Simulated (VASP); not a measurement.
# Sr (P2_1/m) in VASP: further runs

The runs below take Sr through single point, with LDA.

All numbers are computed with VASP 6.6.1; they aren't measurements. Logs are shortened: lines on timing, memory, paths and dates and some standing lists are left out, and cuts for length are marked.

**1. The cell of the first run**

It takes space group P2_1/m (No. 11, monoclinic). The conventional cell has a = 3.815 Å, b = 6.715 Å, c = 4.033 Å, α = 90.00°, β = 118.23°, γ = 90.00°. Sr (site symmetry m) has 14 Sr at 3.71 to 5.06 Å within 5.1 Å.

**2. Single point, LDA (atoms displaced along a vibrational mode, the cell strained)**

File INCAR:

```
SYSTEM = Sr
ALGO     = Fast           ! electronic algorithm
EDIFF    = 1E-7           ! SCF threshold, eV
ENCUT    = 520            ! plane-wave cutoff, eV
GGA      = CA             ! functional
ISIF     = 2              ! what is computed and relaxed
ISMEAR   = 0              ! smearing method
LASPH    = .True.         ! aspherical terms in the spheres
LCHARG   = .True.         ! write CHGCAR
LELF     = .True.         ! ELF
LREAL    = .False.        ! projectors in reciprocal space
LVHAR    = .True.       
LWAVE    = .False.        ! write WAVECAR
NBANDS   = 17             ! bands
NELM     = 60             ! most SCF steps
PREC     = Accurate       ! precision mode
SIGMA    = 0.15           ! smearing width, eV
```

File KPOINTS:

```
k-points
0
Gamma
  12 12 8
  0 0 0
```

File POSCAR:

```
Sr
1.0
    3.8152827013      0.0000000000      0.0000000000
   -1.9076413507      3.5528298300      0.0000000000
    0.0000000000      0.0000000000      6.7154259278
Sr
2
Direct
    0.2195721696      0.6666666667      0.2500000000
    0.7804278304      0.3333333333      0.7500000000
```

Potentials or basis: VASP PAW LDA potentials, release 64 (Sr_sv).

On the command line:

```bash
> cat potpaw_LDA.64/Sr_sv/POTCAR > POTCAR
> mpirun -np 1 vasp_std > vasp.out
```

OUTCAR:

```text
SYSTEM = Sr
   EDIFF = 1E-7
   ENCUT = 520
   GGA = CA
   ISIF = 2
   ISMEAR = 0
   LASPH = .True.
   LREAL = .False.
   NELM = 60
   PREC = Accurate

 ion  position               nearest neighbor table
   1  0.220  0.667  0.250-   2 3.71   2 3.71   2 4.20   2 4.20   2 4.51   2 4.51   2 5.06   2 5.06

   2  0.780  0.333  0.750-   1 3.71   1 3.71   1 4.20   1 4.20   1 4.51   1 4.51   1 5.06   1 5.06

  LATTYP: Found a base centered orthorhombic cell.
 ALAT       =     3.8152827013
 B/A-ratio  =     1.8624202232
 C/A-ratio  =     1.7601384887

  Lattice vectors:

 A1 = (   1.9076413507,  -3.5528298300,   0.0000000000)
 A2 = (   1.9076413506,   3.5528298300,   0.0000000000)
 A3 = (   0.0000000000,   0.0000000000,   6.7154259278)

Analysis of symmetry for initial positions (statically):
=====================================================================
 Subroutine PRICEL returns:
 Original cell was already a primitive cell.

 Routine SETGRP: Setting up the symmetry group for a
 base centered orthorhombic supercell.

 Subroutine GETGRP returns: Found  4 space group operations
 (whereof  2 operations were pure point group operations)
 out of a pool of  8 trial point group operations.

The static configuration has the point symmetry S_2 .
 The point group associated with its full space group is C_2h.

Analysis of symmetry for dynamics (positions and initial velocities):
=====================================================================
 Subroutine PRICEL returns:
 Original cell was already a primitive cell.

 Routine SETGRP: Setting up the symmetry group for a
 base centered orthorhombic supercell.

 Subroutine GETGRP returns: Found  4 space group operations
 (whereof  2 operations were pure point group operations)
 out of a pool of  8 trial point group operations.

The dynamic configuration has the point symmetry S_2 .
 The point group associated with its full space group is C_2h.

 Subroutine INISYM returns: Found  4 space group operations
 (whereof  2 operations are pure point group operations),
 and found     1 'primitive' translations

----------------------------------------------------------------------------------------

                                     Primitive cell

  volume of cell :      91.0279

  direct lattice vectors                    reciprocal lattice vectors
     3.815282701  0.000000000  0.000000000     0.262103775  0.140732887  0.000000000
    -1.907641351  3.552829830  0.000000000     0.000000000  0.281465775  0.000000000
     0.000000000  0.000000000  6.715425928     0.000000000  0.000000000  0.148910882

  length of vectors
     3.815282701  4.032579240  6.715425928     0.297496445  0.281465775  0.148910882

  position of ions in fractional coordinates (direct lattice)
     0.219572170  0.666666667  0.250000000
     0.780427830  0.333333333  0.750000000

  ion indices of the primitive-cell ions
   primitive index   ion index
                 1           1
                 2           2

----------------------------------------------------------------------------------------

 KPOINTS: k-points

Automatic generation of k-mesh.
 Grid dimensions read from file:
 generate k-points for:   12   12    8

 Generating k-lattice:

  Cartesian coordinates                     Fractional coordinates (reciprocal lattice)
     0.021841981  0.011727741  0.000000000     0.083333333  0.000000000  0.000000000
     0.000000000  0.023455481  0.000000000     0.000000000  0.083333333  0.000000000
     0.000000000  0.000000000  0.018613860     0.000000000  0.000000000  0.125000000

  Length of vectors
     0.024791370  0.023455481  0.018613860

  Shift w.r.t. Gamma in fractional coordinates (k-lattice)
     0.000000000  0.000000000  0.000000000

 Subroutine IBZKPT returns following result:
 ===========================================

 Found    370 irreducible k-points:

 Following reciprocal coordinates:
            Coordinates               Weight
  0.000000  0.000000  0.000000      1.000000
  0.083333  0.000000  0.000000      2.000000
  0.083333 -0.083333  0.000000      2.000000
  0.166667  0.000000  0.000000      2.000000
  0.166667 -0.166667  0.000000      2.000000
  0.250000  0.000000  0.000000      2.000000
[... 16 lines left out ...]
  0.416667  0.083333  0.000000      2.000000
  0.416667  0.500000  0.000000      2.000000
 [... further k-points ...]
   k-points           NKPTS =    370   k-points in BZ     NKDIM =    370   number of bands    NBANDS=     17
   number of dos      NEDOS =    301   number of ions     NIONS =      2
   total plane-waves  NPLWV =  42000
   dimension x,y,z NGX =    28 NGY =   30 NGZ =   50
   dimension x,y,z NGXF=    56 NGYF=   60 NGZF=  100
   ions per type =               2
   NGX,Y,Z   is equivalent  to a cutoff of  12.20, 12.37, 12.38 a.u.
   NGXF,Y,Z  is equivalent  to a cutoff of  24.40, 24.74, 24.76 a.u.
 SYSTEM =  Sr
   PREC   = accura    normal or accurate (medium, high low for compatibility)
   ISTART =      0    job   : 0-new  1-cont  2-samecut
   ICHARG =      2    charge: 1-file 2-atom 10-const
   ISPIN  =      1    spin polarized calculation?
   LNONCOLLINEAR =      F non collinear calculations
   LSORBIT =      F    spin-orbit coupling
   LASPH  =      T    aspherical Exc in radial PAW
   ENCUT  =  520.0 eV  38.22 Ry    6.18 a.u.   7.09  7.50 12.49*2*pi/ulx,y,z
   NELM   =     60;   NELMIN=  2; NELMDL= -5     # of ELM steps
   EDIFF  = 0.1E-06   stopping-criterion for ELM
   LREAL  =      F    real-space projection
   EDIFFG = 0.1E-05   stopping-criterion for IOM
   NSW    =      0    number of steps for IOM
   IBRION =     -1    ionic relax: 0-MD 1-quasi-New 2-CG
   NFREE  =      0    steps in history (QN), initial steepest desc. (CG)
   ISIF   =      2    stress and relaxation
   ISYM   =      2    0-nonsym 1-usesym 2-fastsym
   POTIM  = 0.5000    time-step for ionic-motion
   TEBEG  =    0.0;   TEEND  =   0.0 temperature during run
   PSTRESS=    0.0 pullay stress
   NELECT =      20.0000    total number of electrons
   NUPDOWN=      -1.0000    fix difference up-down
   EMIN   =  10.00;   EMAX   =-10.00  energy-range for DOS
   EFERMI =   0.00;   METHOD = LEGACY
   ISMEAR =     0;   SIGMA  =   0.15  broadening in eV -4-tet -1-fermi 0-gaus
   EFERMI_NEDOS =   21; number of points for ismear=-14 and -15
   IALGO  =     68    algorithm
   IMIX   =      4    mixing-type and parameters
     AMIX     =   0.40;   BMIX     =  1.00
     AMIX_MAG =   1.60;   BMIX_MAG =  1.00
  volume/ion in A,a.u.               =      45.51       307.14
  Fermi-wavevector in a.u.,A,eV,Ry     =   0.987855  1.866776 13.277351  0.975858
  Thomas-Fermi vector in A             =   2.119339
   LORBIT       =      0    0 simple, 1 ext, 2 COOP (PROOUT), +10 PAW based schemes
   GGA     = CA    functional components
   LHFCALC =     F    Hartree Fock is set to
   AEXX    =    0.0000 exact exchange contribution
   IVDW    =     0    specifies the selected vdW correction
   LEPSILON=     F    determine dielectric tensor
   LRPA    =     F    only Hartree local field effects (RPA)
 non-spin polarized calculation
 RMM-DIIS sequential band-by-band and
 Gauss-broadening in eV      SIGMA  =   0.15
  energy-cutoff  :      520.00
  volume of cell :       91.03
 maximum number of plane-waves:      2475
   NGX = 15   NGY = 15   NGZ = 25

 number of electron      20.0000000 magnetization

 Free energy of the ion-electron system (eV)
  ---------------------------------------------------
  ext. energy  EPLUGINS =         0.00000000
  ---------------------------------------------------
  free energy    TOTEN  =        -3.65999134 eV

  energy without entropy =       -3.63533042  energy(sigma->0) =       -3.64766088

 E-fermi :   2.0503     XC(G=0):  -8.1705

 val. band max:        2.0489671821   @ k =   0.3333   0.3333   0.1250
 cond. band min:       2.0617034638   @ k =   0.3333   0.3333   0.3750
 fundamental gap:      0.0127362816
 Fermi energy:         2.0503383442

 k-point     1 :       0.0000    0.0000    0.0000
  band No.  band energies     occupation
      1     -34.0563      2.00000
      2     -34.0174      2.00000
      3     -16.3955      2.00000
      4     -16.0441      2.00000
      5     -15.9878      2.00000
      6     -15.9648      2.00000
[... 9 lines left out ...]
     16       5.4088      0.00000
     17       5.4327      0.00000

 k-point     2 :       0.0833    0.0000    0.0000
  band No.  band energies     occupation
      1     -34.0537      2.00000
      2     -34.0157      2.00000
      3     -16.3864      2.00000
      4     -16.0606      2.00000
      5     -15.9990      2.00000
      6     -15.9883      2.00000
[... 9 lines left out ...]
     16       5.2464      0.00000
     17       5.3037      0.00000

 k-point     3 :       0.0833   -0.0833    0.0000
  band No.  band energies     occupation
      1     -34.0540      2.00000
      2     -34.0154      2.00000
      3     -16.3892      2.00000
      4     -16.0506      2.00000
      5     -16.0030      2.00000
      6     -15.9843      2.00000
[... 9 lines left out ...]
     16       5.3198      0.00000
     17       5.3979      0.00000

 k-point     4 :       0.1667    0.0000    0.0000
  band No.  band energies     occupation
      1     -34.0466      2.00000
      2     -34.0111      2.00000
      3     -16.3607      2.00000
      4     -16.1138      2.00000
      5     -16.0679      2.00000
      6     -16.0145      2.00000
[... 9 lines left out ...]
     16       5.1600      0.00000
     17       5.2494      0.00000

 k-point     5 :       0.1667   -0.1667    0.0000
  band No.  band energies     occupation
      1     -34.0477      2.00000
      2     -34.0101      2.00000
      3     -16.3721      2.00000
      4     -16.0785      2.00000
      5     -16.0700      2.00000
      6     -16.0300      2.00000
[... 9 lines left out ...]
     16       5.1063      0.00000
     17       5.5863      0.00000

 k-point     6 :       0.2500    0.0000    0.0000
  band No.  band energies     occupation
      1     -34.0367      2.00000
      2     -34.0050      2.00000
      3     -16.3231      2.00000
      4     -16.1960      2.00000
      5     -16.1659      2.00000
      6     -16.0426      2.00000
[... 9 lines left out ...]
     16       5.1557      0.00000
     17       5.6739      0.00000

 k-point     7 :       0.2500   -0.2500    0.0000
  band No.  band energies     occupation
      1     -34.0391      2.00000
      2     -34.0028      2.00000
      3     -16.3484      2.00000
      4     -16.1786      2.00000
      5     -16.1332      2.00000
      6     -16.0745      2.00000
[... 9 lines left out ...]
     16       5.4126      0.00000
     17       5.5991      0.00000

 k-point     8 :       0.3333    0.0000    0.0000
  band No.  band energies     occupation
      1     -34.0265      2.00000
      2     -33.9992      2.00000
      3     -16.2814      2.00000
      4     -16.2805      2.00000
      5     -16.2622      2.00000
      6     -16.0677      2.00000
[... 9 lines left out ...]
     16       5.6149      0.00000
     17       6.4046      0.00000
[... 203 lines left out ...]
      1     -34.0317      2.00000
      2     -34.0032      2.00000
      3     -16.2973      2.00000
      4     -16.2273      2.00000
      5     -16.2015      2.00000
      6     -16.0676      2.00000
[... 9 lines left out ...]
     16       4.9844      0.00000
     17       5.9148      0.00000

 k-point    20 :       0.2500   -0.3333    0.0000
  band No.  band energies     occupation
      1     -34.0352      2.00000
      2     -34.0000      2.00000
      3     -16.3347      2.00000
      4     -16.2096      2.00000
      5     -16.1453      2.00000
      6     -16.1136      2.00000
[... 9 lines left out ...]
     16       5.3752      0.00000
     17       6.0815      0.00000

 k-point    21 :       0.3333    0.0833    0.0000
  band No.  band energies     occupation
      1     -34.0224      2.00000
      2     -33.9979      2.00000
      3     -16.2985      2.00000
      4     -16.2855      2.00000
      5     -16.2589      2.00000
      6     -16.0930      2.00000
[... 9 lines left out ...]
     16       5.6482      0.00000
     17       6.4500      0.00000

 k-point    22 :       0.3333   -0.4167    0.0000
  band No.  band energies     occupation
      1     -34.0273      2.00000
      2     -33.9934      2.00000
      3     -16.3126      2.00000
      4     -16.2975      2.00000
      5     -16.2233      2.00000
      6     -16.1289      2.00000
[... 9 lines left out ...]
     16       5.1430      0.00000
     17       6.8786      0.00000

 k-point    23 :       0.4167    0.0833    0.0000
  band No.  band energies     occupation
      1     -34.0167      2.00000
      2     -33.9944      2.00000
      3     -16.3447      2.00000
      4     -16.3411      2.00000
      5     -16.2356      2.00000
      6     -16.1034      2.00000
[... 9 lines left out ...]
     16       6.3463      0.00000
     17       6.8022      0.00000

 k-point    24 :       0.4167    0.5000    0.0000
  band No.  band energies     occupation
      1     -34.0222      2.00000
      2     -33.9892      2.00000
      3     -16.3545      2.00000
      4     -16.2983      2.00000
      5     -16.2769      2.00000
      6     -16.1325      2.00000
[... 9 lines left out ...]
     16       5.6334      0.00000
     17       6.7269      0.00000

 [... further k-points ...]
[... 5 lines left out ...]
  --------------------------------------------------------------------------------------
  -------------------------------------------------------------------------------------
  Total        0.9046360      0.1187153      0.5656733      0.5460311      0.0000000      0.0000000
  in kB       15.9224449      2.0895002      9.9563826      9.6106612      0.0000000      0.0000000
  external PRESSURE =       9.3227759 kB  Pullay stress =       0.0000000 kB

 VOLUME and BASIS-vectors are now :
 -----------------------------------------------------------------------------
  energy-cutoff  :      520.00
  volume of cell :       91.03
      direct lattice vectors                 reciprocal lattice vectors
     3.815282701  0.000000000  0.000000000     0.262103775  0.140732887  0.000000000
    -1.907641351  3.552829830  0.000000000     0.000000000  0.281465775  0.000000000
     0.000000000  0.000000000  6.715425928     0.000000000  0.000000000  0.148910882

 POSITION                                       TOTAL-FORCE (eV/Angst)
 -----------------------------------------------------------------------------------
     -0.43403      2.36855      1.67886         0.188440      0.242516      0.000000
      2.34167      1.18428      5.03657        -0.188440     -0.242516      0.000000
 -----------------------------------------------------------------------------------
    total drift:                               -0.000000      0.000000      0.000000

  FREE ENERGIE OF THE ION-ELECTRON SYSTEM (eV)
  ---------------------------------------------------
  free  energy   TOTEN  =        -3.6599913392 eV

  energy  without entropy=       -3.6353304174  energy(sigma->0) =       -3.64766088
```

It took 11 min on 1 thread of Intel Xeon Platinum 8259CL at 2.50GHz (Skylake/Cascade Lake), shared host; peak memory 0.54 GiB.

What came out:

```yaml
Free_energy: -3.6600 eV
Pressure: 0.9 GPa
Largest_force: 0.307 eV/Å
Band_gap_on_the_k_mesh: zero (bands 10 and 11 overlap by 0.42 eV)
```

Forces in eV/Å, atoms in the order of the input:
```
Sr   0.188  0.243  0.000
Sr  -0.188 -0.243  0.000
```

Stress tensor (GPa, compression positive):
```
1.59 0.96 0.00
0.96 0.21 0.00
0.00 0.00 1.00
```

Levels at points of the mesh, in eV from the Fermi level:
| k point | band 8 | band 9 | band 10 | band 11 | band 12 | band 13 |
| --- | --- | --- | --- | --- | --- | --- |
| (0.00, 0.00, 0.00) | -18.00 | -3.86 | -1.27 | 0.34 | 1.75 | 2.12 |
| (0.50, 0.00, 0.00) | -18.06 | -0.74 | -0.50 | 0.34 | 0.78 | 0.82 |
| (0.50, 0.50, 0.00) | -17.99 | -1.26 | -0.53 | -0.15 | 0.34 | 2.38 |
| (0.00, 0.50, 0.00) | -18.05 | -1.16 | -0.50 | -0.11 | 0.60 | 1.34 |
| (0.00, 0.00, 0.50) | -18.01 | -2.81 | -2.81 | 1.17 | 1.17 | 2.20 |
| (0.50, 0.00, 0.50) | -18.08 | -0.96 | -0.96 | 0.81 | 0.81 | 1.22 |
| (0.50, 0.50, 0.50) | -18.11 | -0.52 | -0.52 | -0.01 | -0.01 | 1.80 |
| (0.00, 0.50, 0.50) | -18.05 | -1.01 | -1.01 | 0.37 | 0.37 | 1.21 |

Caveat: the cell differs from its parent crystal (atoms displaced along a vibrational mode, the cell strained).

(Part 1 of 2 ends here.)
